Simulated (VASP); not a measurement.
TiRh3: electric field gradients with LDA

Crystal: TiRh3.

```
Ti Rh
1.0
     3.82200   -0.03822   -0.03822
    -0.03822    3.82200   -0.03822
    -0.03822   -0.03822    3.82200
Ti Rh
1 3
Direct
  0.00000 0.00000 0.00000
  0.00000 0.50000 0.50000
  0.50000 0.00000 0.50000
  0.50000 0.50000 0.00000
```

This cell differs from its parent crystal: equal xy, yz and zx shear strains of -2 %.

```json
{"Program": "VASP 6.6.1", "Task": "electric field gradients", "Functional": "LDA", "Potentials or basis": "VASP PAW LDA potentials, release 64 (Ti_sv, Rh_pv)", "Cutoff": "520 eV", "k mesh": "10 × 10 × 10", "Occupations": "fermi-dirac, width 0.03 eV", "Spin": "no spin polarisation", "Dipole correction": "no", "Further INCAR settings": "ALGO = Normal; EDIFF = 1e-08; NBANDS = 36"}
```

```yaml
Pressure: -9.3 GPa
```

Stress tensor (GPa, compression positive):
```
-9.26  3.47  3.47
 3.47 -9.26  3.47
 3.47  3.47 -9.26
```

Levels at points of the mesh, in eV from the Fermi level:
```tsv
k point	band 27	band 28	band 29	band 30	band 31	band 32
(0.00, 0.00, 0.00)	1.31	1.31	1.36	2.67	2.67	3.31
(0.50, 0.00, 0.00)	-1.00	-0.90	0.12	1.00	1.13	1.32
(0.50, 0.50, 0.00)	-1.37	-1.12	-0.80	-0.68	1.41	1.50
(0.50, 0.50, 0.50)	0.95	0.96	0.96	1.03	1.03	1.43
```

Electric field gradients, principal values (V/Å²):
```tsv
atom	least	middle	greatest (by size)
1 Ti	2.471	2.471	-4.942
2 Rh	9.345	25.683	-35.028
3 Rh	9.345	25.683	-35.028
4 Rh	9.345	25.683	-35.028
```

Wall time 3.5 min on 1 thread of Intel(R) Xeon(R) Platinum 8488C (Sapphire Rapids), with other jobs on the host, peak memory 0.28 GiB.

Caveat: the cell differs from its parent crystal (equal xy, yz and zx shear strains of -2 %); without QUAD_EFG the Cq values of the log hold for a quadrupole moment of 1 mb, not for the nuclei.
